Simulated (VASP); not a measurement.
# W4C in VASP: further runs

The runs below take W4C through single point, with PBE.

Everything below comes from runs of VASP 6.6.1. Logs are shortened: lines on timing, memory, paths and dates and some standing lists are left out, and cuts for length are marked.

**1. The cell of the first run**

The cell holds a slab with vacuum, 5 atoms: a = 3.184 Å, b = 3.184 Å, c = 20.143 Å, α = 90.00°, β = 90.00°, γ = 90.00°.

**2. Single point, PBE**

File INCAR:

```
ALGO = Normal
DIPOL = 0.5 0.5 0.353
EDIFF = 1E-6
ENCUT = 520
GGA = PE
IDIPOL = 3
ISIF = 2
ISMEAR = 0
LASPH = T
LCHARG = F
LDIPOL = T
LREAL = F
LWAVE = F
NBANDS = 38
NELM = 60
PREC = Accurate
SIGMA = 0.1
```

File KPOINTS:

```
k-points
0
Gamma
  8 8 1
```

File POSCAR:

```
W4C
1.0
    3.1836991688      0.0000000000      0.0000000000
    0.0000000000      3.1836991688      0.0000000000
    0.0000000000      0.0000000000     20.1425775749
W C
4 1
Direct
    0.5000000000      0.5000000000      0.1985843165
    0.0000000000      0.0000000000      0.2776134069
    0.5000000000      0.5000000000      0.3599451800
    0.0000000000      0.0000000000      0.4290700901
    0.2500000000      0.2500000000      0.5018426060
```

Potentials or basis: VASP PAW PBE potentials, release 64 (W_sv, C).

On the command line:

```console
> cat potpaw_PBE.64/W_sv/POTCAR potpaw_PBE.64/C/POTCAR > POTCAR
> mpirun -np 1 vasp_std > vasp.out
```

OUTCAR:

```text
EDIFF = 1E-6
   ENCUT = 520
   GGA = PE
   ISIF = 2
   ISMEAR = 0
   LASPH = T
   LREAL = F
   NELM = 60
   PREC = Accurate

 ion  position               nearest neighbor table
   1  0.500  0.500  0.199-   2 2.76   2 2.76   2 2.76   2 2.76   3 3.25
   2  0.000  0.000  0.278-   1 2.76   1 2.76   1 2.76   1 2.76   3 2.80   3 2.80   3 2.80   3 2.80
                             4 3.05
   3  0.500  0.500  0.360-   4 2.65   4 2.65   4 2.65   4 2.65   2 2.80   2 2.80   2 2.80   2 2.80
                             1 3.25
   4  0.000  0.000  0.429-   5 1.85   3 2.65   3 2.65   3 2.65   3 2.65   2 3.05
   5  0.250  0.250  0.502-   4 1.85

  LATTYP: Found a simple tetragonal cell.
 ALAT       =     3.1836991688
 C/A-ratio  =     6.3267841925

  Lattice vectors:

 A1 = (   3.1836991688,   0.0000000000,   0.0000000000)
 A2 = (   0.0000000000,   3.1836991688,   0.0000000000)
 A3 = (   0.0000000000,   0.0000000000,  20.1425775749)

Analysis of symmetry for initial positions (statically):
=====================================================================
 Subroutine PRICEL returns:
 Original cell was already a primitive cell.

 Routine SETGRP: Setting up the symmetry group for a
 simple tetragonal supercell.

 Subroutine GETGRP returns: Found  2 space group operations
 (whereof  2 operations were pure point group operations)
 out of a pool of 16 trial point group operations.

The static configuration has the point symmetry C_1h.

Analysis of symmetry for dynamics (positions and initial velocities):
=====================================================================
 Subroutine PRICEL returns:
 Original cell was already a primitive cell.

 Routine SETGRP: Setting up the symmetry group for a
 simple tetragonal supercell.

 Subroutine GETGRP returns: Found  2 space group operations
 (whereof  2 operations were pure point group operations)
 out of a pool of 16 trial point group operations.

The dynamic configuration has the point symmetry C_1h.

 Subroutine INISYM returns: Found  2 space group operations
 (whereof  2 operations are pure point group operations),
 and found     1 'primitive' translations

----------------------------------------------------------------------------------------

                                     Primitive cell

  volume of cell :     204.1640

  direct lattice vectors                    reciprocal lattice vectors
     3.183699169  0.000000000  0.000000000     0.314100029  0.000000000  0.000000000
     0.000000000  3.183699169  0.000000000     0.000000000  0.314100029  0.000000000
     0.000000000  0.000000000 20.142577575     0.000000000  0.000000000  0.049646079

  length of vectors
     3.183699169  3.183699169 20.142577575     0.314100029  0.314100029  0.049646079

  position of ions in fractional coordinates (direct lattice)
     0.500000000  0.500000000  0.198584317
     0.000000000  0.000000000  0.277613407
     0.500000000  0.500000000  0.359945180
     0.000000000  0.000000000  0.429070090
     0.250000000  0.250000000  0.501842606

  ion indices of the primitive-cell ions
   primitive index   ion index
                 1           1
                 2           2
                 3           3
                 4           4
                 5           5

----------------------------------------------------------------------------------------

 KPOINTS: k-points

Automatic generation of k-mesh.
 Grid dimensions read from file:
 generate k-points for:    8    8    1

 Generating k-lattice:

  Cartesian coordinates                     Fractional coordinates (reciprocal lattice)
     0.039262504  0.000000000  0.000000000     0.125000000  0.000000000  0.000000000
     0.000000000  0.039262504  0.000000000     0.000000000  0.125000000  0.000000000
     0.000000000  0.000000000  0.049646079     0.000000000  0.000000000  1.000000000

  Length of vectors
     0.039262504  0.039262504  0.049646079

  Shift w.r.t. Gamma in fractional coordinates (k-lattice)
     0.000000000  0.000000000  0.000000000

 Subroutine IBZKPT returns following result:
 ===========================================

 Found     21 irreducible k-points:

 Following reciprocal coordinates:
            Coordinates               Weight
  0.000000  0.000000  0.000000      1.000000
  0.125000  0.000000  0.000000      4.000000
  0.250000  0.000000  0.000000      4.000000
  0.375000  0.000000  0.000000      4.000000
  0.500000  0.000000  0.000000      2.000000
  0.125000  0.125000  0.000000      2.000000
[... 13 lines left out ...]
  0.500000  0.375000  0.000000      4.000000
  0.500000  0.500000  0.000000      1.000000
   k-points           NKPTS =     21   k-points in BZ     NKDIM =     21   number of bands    NBANDS=     38
   number of dos      NEDOS =    301   number of ions     NIONS =      5
   total plane-waves  NPLWV =  86400
   dimension x,y,z NGX =    24 NGY =   24 NGZ =  150
   dimension x,y,z NGXF=    48 NGYF=   48 NGZF=  300
   ions per type =               4   1
   NGX,Y,Z   is equivalent  to a cutoff of  12.53, 12.53, 12.38 a.u.
   NGXF,Y,Z  is equivalent  to a cutoff of  25.06, 25.06, 24.76 a.u.
 SYSTEM =  unknown system
   PREC   = accura    normal or accurate (medium, high low for compatibility)
   ISTART =      0    job   : 0-new  1-cont  2-samecut
   ICHARG =      2    charge: 1-file 2-atom 10-const
   ISPIN  =      1    spin polarized calculation?
   LNONCOLLINEAR =      F non collinear calculations
   LSORBIT =      F    spin-orbit coupling
   LASPH  =      T    aspherical Exc in radial PAW
   ENCUT  =  520.0 eV  38.22 Ry    6.18 a.u.   5.92  5.92 37.45*2*pi/ulx,y,z
   NELM   =     60;   NELMIN=  2; NELMDL= -5     # of ELM steps
   EDIFF  = 0.1E-05   stopping-criterion for ELM
   LREAL  =      F    real-space projection
   EDIFFG = 0.1E-04   stopping-criterion for IOM
   NSW    =      0    number of steps for IOM
   IBRION =     -1    ionic relax: 0-MD 1-quasi-New 2-CG
   NFREE  =      0    steps in history (QN), initial steepest desc. (CG)
   ISIF   =      2    stress and relaxation
   ISYM   =      2    0-nonsym 1-usesym 2-fastsym
   POTIM  = 0.5000    time-step for ionic-motion
   TEBEG  =    0.0;   TEEND  =   0.0 temperature during run
   PSTRESS=    0.0 pullay stress
   NELECT =      60.0000    total number of electrons
   NUPDOWN=      -1.0000    fix difference up-down
   EMIN   =  10.00;   EMAX   =-10.00  energy-range for DOS
   EFERMI =   0.00;   METHOD = LEGACY
   ISMEAR =     0;   SIGMA  =   0.10  broadening in eV -4-tet -1-fermi 0-gaus
   EFERMI_NEDOS =   21; number of points for ismear=-14 and -15
   IALGO  =     38    algorithm
   IMIX   =      4    mixing-type and parameters
     AMIX     =   0.40;   BMIX     =  1.00
     AMIX_MAG =   1.60;   BMIX_MAG =  1.00
  volume/ion in A,a.u.               =      40.83       275.55
  Fermi-wavevector in a.u.,A,eV,Ry     =   1.088426  2.056827 16.118428  1.184671
  Thomas-Fermi vector in A             =   2.224607
   LORBIT       =      0    0 simple, 1 ext, 2 COOP (PROOUT), +10 PAW based schemes
   GGA     = PE    functional components
   LHFCALC =     F    Hartree Fock is set to
   AEXX    =    0.0000 exact exchange contribution
   IVDW    =     0    specifies the selected vdW correction
   LEPSILON=     F    determine dielectric tensor
   LRPA    =     F    only Hartree local field effects (RPA)
 non-spin polarized calculation
 Gauss-broadening in eV      SIGMA  =   0.10
  energy-cutoff  :      520.00
  volume of cell :      204.16
 maximum number of plane-waves:      5576
   NGX = 11   NGY = 11   NGZ = 75

 dipolmoment           0.000000      0.000000     -0.008233 electrons x Angstroem

 number of electron      59.9999991 magnetization

 dipolmoment           0.000000      0.000000      0.134518 electrons x Angstroem

 Free energy of the ion-electron system (eV)
  ---------------------------------------------------
  ext. energy  EPLUGINS =         0.00000000
  ---------------------------------------------------
  free energy    TOTEN  =       -52.97564352 eV

  energy without entropy =      -52.94975712  energy(sigma->0) =      -52.96270032

 E-fermi :   0.3200     XC(G=0):  -5.8408

 val. band max:        0.2657877414   @ k =   0.2500   0.2500   0.0000
 cond. band min:       0.3323430093   @ k =   0.5000   0.2500   0.0000
 fundamental gap:      0.0665552678
 Fermi energy:         0.3199711967

 k-point     1 :       0.0000    0.0000    0.0000
  band No.  band energies     occupation
      1     -73.6822      2.00000
      2     -73.6104      2.00000
      3     -73.5416      2.00000
      4     -73.1567      2.00000
      5     -38.1386      2.00000
      6     -38.0859      2.00000
[... 30 lines left out ...]
     37       3.0962      0.00000
     38       3.5410      0.00000

 k-point     2 :       0.1250    0.0000    0.0000
  band No.  band energies     occupation
      1     -73.6754      2.00000
      2     -73.6077      2.00000
      3     -73.5449      2.00000
      4     -73.1582      2.00000
      5     -38.1831      2.00000
      6     -38.1255      2.00000
[... 30 lines left out ...]
     37       2.6785      0.00000
     38       3.1272      0.00000

 k-point     3 :       0.2500    0.0000    0.0000
  band No.  band energies     occupation
      1     -73.6570      2.00000
      2     -73.6014      2.00000
      3     -73.5546      2.00000
      4     -73.1621      2.00000
      5     -38.2789      2.00000
      6     -38.2361      2.00000
[... 30 lines left out ...]
     37       2.8316      0.00000
     38       3.0962      0.00000

 k-point     4 :       0.3750    0.0000    0.0000
  band No.  band energies     occupation
      1     -73.6323      2.00000
      2     -73.5965      2.00000
      3     -73.5691      2.00000
      4     -73.1661      2.00000
      5     -38.3619      2.00000
      6     -38.3326      2.00000
[... 30 lines left out ...]
     37       3.1298      0.00000
     38       3.4958      0.00000
[... 580 lines left out ...]
      4     -73.1614      2.00000
      5     -38.3830      2.00000
      6     -38.2807      2.00000
[... 30 lines left out ...]
     37       3.6389      0.00000
     38       3.7707      0.00000

 k-point    20 :       0.5000    0.3750    0.0000
  band No.  band energies     occupation
      1     -73.6071      2.00000
      2     -73.5934      2.00000
      3     -73.5704      2.00000
      4     -73.1606      2.00000
      5     -38.3951      2.00000
      6     -38.3402      2.00000
[... 30 lines left out ...]
     37       3.7159      0.00000
     38       3.8892      0.00000

 k-point    21 :       0.5000    0.5000    0.0000
  band No.  band energies     occupation
      1     -73.6060      2.00000
      2     -73.5922      2.00000
      3     -73.5692      2.00000
      4     -73.1594      2.00000
      5     -38.4321      2.00000
      6     -38.3777      2.00000
[... 30 lines left out ...]
     37       3.6349      0.00000
     38       3.8257      0.00000

------------------------ aborting loop because EDIFF is reached ----------------------------------------

 vacuum level on the upper side and lower side of the slab       (xc-potential included)         1.099        -1.293

  FORCE on cell =-STRESS in cart. coord.  units (eV):
  Direction    XX          YY          ZZ          XY          YZ          ZX
  --------------------------------------------------------------------------------------
  -------------------------------------------------------------------------------------
  Total       -3.4519230     -3.4519230     -0.9150425      1.7824489      2.1269391      2.1269441
  in kB      -27.0889757    -27.0889757     -7.1807986     13.9877730     16.6911609     16.6912004
  external PRESSURE =     -20.4529167 kB  Pullay stress =       0.0000000 kB

 VOLUME and BASIS-vectors are now :
 -----------------------------------------------------------------------------
  energy-cutoff  :      520.00
  volume of cell :      204.16
      direct lattice vectors                 reciprocal lattice vectors
     3.183699169  0.000000000  0.000000000     0.314100029  0.000000000  0.000000000
     0.000000000  3.183699169  0.000000000     0.000000000  0.314100029  0.000000000
     0.000000000  0.000000000 20.142577575     0.000000000  0.000000000  0.049646079

 POSITION                                       TOTAL-FORCE (eV/Angst)
 -----------------------------------------------------------------------------------
      1.59185      1.59185      4.00000        -0.011781     -0.011781      2.205639
      0.00000      0.00000      5.59185         0.181772      0.181772     -2.140353
      1.59185      1.59185      7.25022        -0.586351     -0.586351     -1.943431
      0.00000      0.00000      8.64258        -0.818638     -0.818638      1.788707
      0.79592      0.79592     10.10840         1.234997      1.234997      0.089438
 -----------------------------------------------------------------------------------
    total drift:                               -0.000059     -0.000059     -0.000384

  FREE ENERGIE OF THE ION-ELECTRON SYSTEM (eV)
  ---------------------------------------------------
  free  energy   TOTEN  =       -52.9756435242 eV

  energy  without entropy=      -52.9497571214  energy(sigma->0) =      -52.96270032

 vacuum level on the upper side and lower side of the slab         6.706         4.251
```

Wall time 8.5 min (1 thread of Intel Xeon 8259CL, shared host); peak memory 0.36 GiB.

Results:

| Property | Result |
| --- | --- |
| Free energy | -52.9756 eV |
| Largest force | 2.206 eV/Å |
| Band gap on the k mesh | zero (bands 30 and 31 overlap by 0.57 eV) |

Forces in eV/Å, atoms in the order of the input:
```
W   -0.012 -0.012  2.206
W    0.182  0.182 -2.140
W   -0.586 -0.586 -1.943
W   -0.819 -0.819  1.789
C    1.235  1.235  0.089
```

Levels at points of the mesh, in eV from the Fermi level:
```csv
k point,band 27,band 28,band 29,band 30,band 31,band 32,band 33,band 34
"(0.00, 0.00, 0.00)",-0.88,-0.71,-0.33,-0.32,0.19,0.70,0.73,1.21
"(0.50, 0.00, 0.00)",-1.22,-0.68,-0.53,0.02,0.31,0.66,1.17,1.36
"(0.50, 0.50, 0.00)",-1.48,-0.60,-0.57,0.51,1.88,2.05,2.13,2.57
```

Caveat: spin-orbit coupling is left out, which moves the levels of the heavy elements.

**3. Single point, PBE**

File INCAR:

```
SYSTEM = W4C
ALGO = Normal
DIPOL = 0.5 0.5 0.357
EDIFF = 1E-6
ENCUT = 520
GGA = PE
IDIPOL = 3
ISIF = 2
ISMEAR = 0
LASPH = .TRUE.
LCHARG = .TRUE.
LDIPOL = .TRUE.
LELF = .TRUE.
LREAL = .FALSE.
LVACPOTAV = .TRUE.
LVHAR = .TRUE.
LWAVE = .FALSE.
NBANDS = 38
NELM = 60
PREC = Accurate
SIGMA = 0.1
```

File KPOINTS:

```
k-points
0
G
  8 8 1
  0 0 0
```

POSCAR, as its differences from that of step 2:

```diff
@@ -12,2 +12,2 @@
     0.0000000000      0.0000000000      0.4290700901
-    0.2500000000      0.2500000000      0.5018426060
+    0.1250000000      0.1250000000      0.5174668771
```

Potentials or basis: VASP PAW PBE potentials, release 64 (W_sv, C).

On the command line:

```console
> cat potpaw_PBE.64/W_sv/POTCAR potpaw_PBE.64/C/POTCAR > POTCAR
> mpirun -np 1 vasp_std > vasp.out
```

Run time: 7.5 min. Hardware: 1 thread of Intel Xeon 8259CL, shared host; peak memory 0.36 GiB.

Results (log left out):

| Quantity | Value |
| --- | --- |
| Free energy | -52.3497 eV |
| Largest force | 2.265 eV/Å |
| Band gap on the k mesh | zero (bands 30 and 31 overlap by 0.51 eV) |

Forces on the atoms (eV/Å):
```
W   -0.069 -0.069  2.135
W    0.151  0.151 -2.255
W   -0.160 -0.160 -1.680
W   -0.470 -0.470  1.693
C    0.548  0.548  0.107
```

Levels at points of the mesh, in eV from the Fermi level:
| k point | band 26 | band 27 | band 28 | band 29 | band 30 | band 31 | band 32 | band 33 | band 34 | band 35 |
| --- | --- | --- | --- | --- | --- | --- | --- | --- | --- | --- |
| (0.00, 0.00, 0.00) | -0.80 | -0.75 | -0.63 | -0.38 | -0.33 | 0.00 | 0.63 | 0.63 | 0.85 | 1.63 |
| (0.50, 0.00, 0.00) | -1.55 | -0.87 | -0.67 | -0.61 | 0.11 | 0.71 | 0.76 | 1.19 | 1.26 | 2.51 |
| (0.50, 0.50, 0.00) | -1.82 | -1.61 | -0.66 | -0.22 | 0.40 | 1.93 | 2.09 | 2.12 | 2.72 | 2.78 |

Caveat: spin-orbit coupling is left out, which moves the levels of the heavy elements.

(Continued in part 2 of 2.)

The gap in the log of VASP goes by the Fermi energy; the results here count the filled bands.